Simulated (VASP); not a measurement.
# ZnSiP2 (I-42d) in VASP: notebook, part 2 of 2

VASP 6.6.1. Earlier steps stand in the parts before.

### 4 Single point, PBE

This run uses another cell than the first one, of 19.33 Å³/atom.

INCAR

```
  PREC = Accurate
  ENCUT = 500
  EDIFF = 1E-6
  ISMEAR = 0
  SIGMA = 0.02
  LREAL = F
  LASPH = T
  NELM = 120
  ALGO = Normal
  ISIF = 2
  LWAVE = F
  LCHARG = F
  GGA = PE
  NBANDS = 36
  GGA_COMPAT = F
```

KPOINTS

```
regular mesh
0
Gamma
  8 8 8
```

POSCAR

```
ZnSiP2
1.0
   -2.7089149145      2.7089149145      5.2688227675
    2.7089149145     -2.7089149145      5.2688227675
    2.7089149145      2.7089149145     -5.2688227675
Zn Si P
2 2 4
Direct
    0.0000000000      0.0000000000      0.0000000000
    0.7500000000      0.2500000000      0.5000000000
    0.5000000000      0.5000000000      0.0000000000
    0.2500000000      0.7500000000      0.5000000000
    0.3750000000      0.3922484430      0.5172484430
    0.8750000000      0.8577515570      0.4827515570
    0.6077515570      0.1250000000      0.9827515570
    0.1422484430      0.6250000000      0.0172484430
```

Potentials or basis: VASP PAW PBE potentials, release 64 (Zn, Si, P).

The run is started by

```
$ cat potpaw_PBE.64/Zn/POTCAR potpaw_PBE.64/Si/POTCAR potpaw_PBE.64/P/POTCAR > POTCAR
$ mpirun -np 1 vasp_std > vasp.out
```

OUTCAR:

```text
PREC = Accurate
   ENCUT = 500
   EDIFF = 1E-6
   ISMEAR = 0
   LREAL = F
   LASPH = T
   NELM = 120
   ISIF = 2
   GGA = PE

 ion  position               nearest neighbor table
   1  0.000  0.000  0.000-   7 2.38   8 2.38   6 2.38   5 2.38
   2  0.750  0.250  0.500-   5 2.38   6 2.38   7 2.38   8 2.38
   3  0.500  0.500  0.000-   5 2.27   6 2.27   7 2.27   8 2.27
   4  0.250  0.750  0.500-   5 2.27   6 2.27   7 2.27   8 2.27
   5  0.375  0.392  0.517-   3 2.27   4 2.27   2 2.38   1 2.38
   6  0.875  0.858  0.483-   3 2.27   4 2.27   1 2.38   2 2.38
   7  0.608  0.125  0.983-   3 2.27   4 2.27   2 2.38   1 2.38
   8  0.142  0.625  0.017-   3 2.27   4 2.27   1 2.38   2 2.38

  LATTYP: Found a body centered tetragonal cell.
 ALAT       =     5.4178298290
 C/A-ratio  =     1.9449938200

  Lattice vectors:

 A1 = (  -2.7089149145,   2.7089149145,   5.2688227675)
 A2 = (   2.7089149145,  -2.7089149145,   5.2688227675)
 A3 = (   2.7089149145,   2.7089149145,  -5.2688227675)

Analysis of symmetry for initial positions (statically):
=====================================================================
 Subroutine PRICEL returns:
 Original cell was already a primitive cell.

 Routine SETGRP: Setting up the symmetry group for a
 body centered tetragonal supercell.

 Subroutine GETGRP returns: Found  8 space group operations
 (whereof  4 operations were pure point group operations)
 out of a pool of 16 trial point group operations.

The static configuration has the point symmetry S_4 .
 The point group associated with its full space group is D_2d.

Analysis of symmetry for dynamics (positions and initial velocities):
=====================================================================
 Subroutine PRICEL returns:
 Original cell was already a primitive cell.

[... 142 lines left out ...]
  Fermi-wavevector in a.u.,A,eV,Ry     =   1.138382  2.151229 17.631960  1.295913
  Thomas-Fermi vector in A             =   2.275086
   LORBIT       =      0    0 simple, 1 ext, 2 COOP (PROOUT), +10 PAW based schemes
   GGA     = PE    functional components
   LHFCALC =     F    Hartree Fock is set to
   AEXX    =    0.0000 exact exchange contribution
   IVDW    =     0    specifies the selected vdW correction
   LEPSILON=     F    determine dielectric tensor
   LRPA    =     F    only Hartree local field effects (RPA)
 non-spin polarized calculation
 Gauss-broadening in eV      SIGMA  =   0.02
  energy-cutoff  :      500.00
  volume of cell :      154.66
 maximum number of plane-waves:      3949
   NGX = 23   NGY = 23   NGZ = 23

 number of electron      51.9999998 magnetization

 Free energy of the ion-electron system (eV)
  ---------------------------------------------------
  ext. energy  EPLUGINS =         0.00000000
  ---------------------------------------------------
  free energy    TOTEN  =       -37.20507881 eV

  energy without entropy =      -37.20507881  energy(sigma->0) =      -37.20507881

 E-fermi :   4.5411     XC(G=0):  -9.7062

 val. band max:        4.4201116021   @ k =   0.0000   0.0000   0.0000
 cond. band min:       5.7778607940   @ k =   0.0000   0.0000   0.0000
 fundamental gap:      1.3577491919
 Fermi energy:         4.5411187235

 k-point     1 :       0.0000    0.0000    0.0000
  band No.  band energies     occupation
      1      -8.4734      2.00000
      2      -5.6134      2.00000
      3      -5.6092      2.00000
      4      -5.6092      2.00000
      5      -4.0838      2.00000
      6      -2.3076      2.00000
[... 925 lines left out ...]
     35       9.6227      0.00000
     36      10.1145      0.00000

 [... further k-points ...]

------------------------ aborting loop because EDIFF is reached ----------------------------------------

  FORCE on cell =-STRESS in cart. coord.  units (eV):
  Direction    XX          YY          ZZ          XY          YZ          ZX
  --------------------------------------------------------------------------------------
  -------------------------------------------------------------------------------------
  Total        0.0392435      0.0392435      0.0357599      0.0000000      0.0000000     -0.0000000
  in kB        0.4065503      0.4065503      0.3704613      0.0000000      0.0000000     -0.0000000
  external PRESSURE =       0.3945206 kB  Pullay stress =       0.0000000 kB

 VOLUME and BASIS-vectors are now :
 -----------------------------------------------------------------------------
  energy-cutoff  :      500.00
  volume of cell :      154.66
      direct lattice vectors                 reciprocal lattice vectors
    -2.708914915  2.708914915  5.268822767     0.000000000  0.184575749  0.094897859
     2.708914915 -2.708914915  5.268822767     0.184575749  0.000000000  0.094897859
     2.708914915  2.708914915 -5.268822767     0.184575749  0.184575749  0.000000000

 POSITION                                       TOTAL-FORCE (eV/Angst)
 -----------------------------------------------------------------------------------
      0.00000      0.00000      0.00000        -0.000000      0.000000      0.000000
     -0.00000      2.70891      2.63441         0.000000      0.000000      0.000000
      0.00000      0.00000      5.26882         0.000000      0.000000     -0.000000
      2.70891     -0.00000      2.63441         0.000000      0.000000     -0.000000
      1.44791      1.35446      1.31721         0.032330      0.000000     -0.000000
      1.26101      1.35446      6.58603        -0.032330      0.000000     -0.000000
      1.35446      3.96992     -1.31721         0.000000     -0.032330     -0.000000
      1.35446     -1.26101      3.95162        -0.000000      0.032330     -0.000000
 -----------------------------------------------------------------------------------
    total drift:                                0.000001      0.000001     -0.000002

  FREE ENERGIE OF THE ION-ELECTRON SYSTEM (eV)
  ---------------------------------------------------
  free  energy   TOTEN  =       -37.2050788146 eV

  energy  without entropy=      -37.2050788146  energy(sigma->0) =      -37.20507881
```

It took 2.6 min on 1 thread of Intel Xeon 6975P-C (Granite Rapids), shared host; peak memory 0.49 GiB.

Results:

| Property | Result |
| --- | --- |
| Free energy | -37.2051 eV |
| Pressure | 0.0 GPa |
| Largest force | 0.032 eV/Å |
| Band gap on the k mesh | 1.36 eV |

Forces in eV/Å, atoms in the order of the input:
```
Zn   0.000  0.000  0.000
Zn   0.000  0.000  0.000
Si   0.000  0.000  0.000
Si   0.000  0.000  0.000
P    0.032  0.000  0.000
P   -0.032  0.000  0.000
P    0.000 -0.032  0.000
P    0.000  0.032  0.000
```

Levels at points of the mesh, in eV from the valence-band top:
```csv
k point,band 24,band 25,band 26,band 27,band 28,band 29
"(0.00, 0.00, 0.00)",-0.13,-0.13,0.00,1.36,1.91,2.43
"(0.50, 0.00, 0.00)",-1.70,-1.41,-0.76,2.73,2.87,2.93
"(0.50, 0.50, 0.00)",-1.02,-0.54,-0.54,1.92,1.92,3.13
"(0.50, 0.50, 0.50)",-1.85,-1.08,-1.08,1.56,1.56,1.73
```

A k mesh can miss the band edges.

### 5 Relaxation of shape and atoms at fixed volume, PBE (18.75 Å³/atom)

This run uses another cell than the first one, of 18.75 Å³/atom.

INCAR

```
SYSTEM = ZnSiP2
PREC = Accurate ; ENCUT = 500
EDIFF = 1E-7 ; ISMEAR = 0
SIGMA = 0.02 ; LREAL = .FALSE.
LASPH = .TRUE. ; NELM = 120
ALGO = Normal ; ISIF = 4
LWAVE = .FALSE. ; LCHARG = .FALSE.
GGA = PE ; IBRION = 2
NSW = 50 ; EDIFFG = -0.01
GGA_COMPAT = .FALSE. ; NELMIN = 4
```

KPOINTS

```
Automatic mesh
0
G
  8 8 8
  0 0 0
```

Changes to POSCAR since step 4:

```diff
@@ -2,5 +2,5 @@
 1.0
-   -2.7089149145      2.7089149145      5.2688227675
-    2.7089149145     -2.7089149145      5.2688227675
-    2.7089149145      2.7089149145     -5.2688227675
+   -2.6815502667      2.6815502667      5.2155986965
+    2.6815502667     -2.6815502667      5.2155986965
+    2.6815502667      2.6815502667     -5.2155986965
 Zn Si P
```

The run is started by

```
$ cat potpaw_PBE.64/Zn/POTCAR potpaw_PBE.64/Si/POTCAR potpaw_PBE.64/P/POTCAR > POTCAR
$ mpirun -np 1 vasp_std > vasp.out
```

It took 4.4 min on 1 thread of Intel Xeon 6975P-C (Granite Rapids), shared host; peak memory 0.48 GiB.

It converged, with:

```
Free energy               : -37.1644 eV
Energy gained by relaxing : 0.0 meV/atom
Ionic steps               : 3
Pressure after relaxing   : 2.8 GPa
Band gap on the k mesh    : 1.29 eV
```

Step by step:
| step | energy change (eV) | largest force (eV/Å) | pressure (GPa) | volume (Å³) |
| --- | --- | --- | --- | --- |
| 1 | 0.0000 | 0.0322 | 2.83 | 150.02 |
| 2 | -0.0001 | 0.0121 | 2.82 | 150.02 |
| 3 | -0.0002 | 0.0006 | 2.80 | 150.02 |

Final structure:
```xyz
8
Lattice="-2.6818 2.6818 5.2148 2.6818 -2.6818 5.2148 2.6818 2.6818 -5.2148" Properties=species:S:1:pos:R:3 pbc="T T T"
Zn    0.0000    0.0000    0.0000
Zn    0.0000    2.6818    2.6074
Si    0.0000    0.0000    5.2148
Si    2.6818    0.0000    2.6074
P     1.4310    1.3409    1.3037
P     1.2508    1.3409    6.5185
P     1.3409    3.9325   -1.3037
P     1.3409   -1.2508    3.9111
```

Levels at points of the mesh, in eV from the valence-band top:
```tsv
k point	band 23	band 24	band 25	band 26	band 27	band 28	band 29	band 30
(0.00, 0.00, 0.00)	-2.38	-0.13	-0.13	0.00	1.29	1.88	2.70	3.32
(0.50, 0.00, 0.00)	-2.19	-1.77	-1.47	-0.80	2.76	2.88	3.01	4.22
(0.50, 0.50, 0.00)	-1.06	-1.06	-0.56	-0.56	2.02	2.02	3.16	3.16
(0.50, 0.50, 0.50)	-1.91	-1.91	-1.14	-1.14	1.51	1.51	1.70	1.70
```

A k mesh can miss the band edges.

### 6 The runs side by side

```tsv
task	cell	gap on the mesh (eV)	pressure (GPa)	largest force (eV/Å)
single point	a = 6.383 Å, angles 130.9, 130.9, 72.0°, 8 atoms	1.21	6.0	0.03
single point	a = 6.450 Å, angles 130.9, 130.9, 72.0°, 8 atoms	1.29	2.8	0.03
single point	a = 6.514 Å, angles 130.9, 130.9, 72.0°, 8 atoms	1.36	0.0	0.03
relaxation of shape and atoms at fixed volume	relaxed from a = 6.449 Å, angles 130.9, 130.9, 72.0°, 8 atoms	1.29	2.8	-
```

Alike in all rows: level PBE; potentials or basis VASP PAW PBE potentials, release 64 (Zn, Si, P); no spin polarisation; k mesh 8 × 8 × 8; cutoff (eV) 500; smearing gaussian 0.02 eV.

Caveats: the cell stands under pressure (at least some runs).

Absolute energies hang on the potentials; compare differences alone.
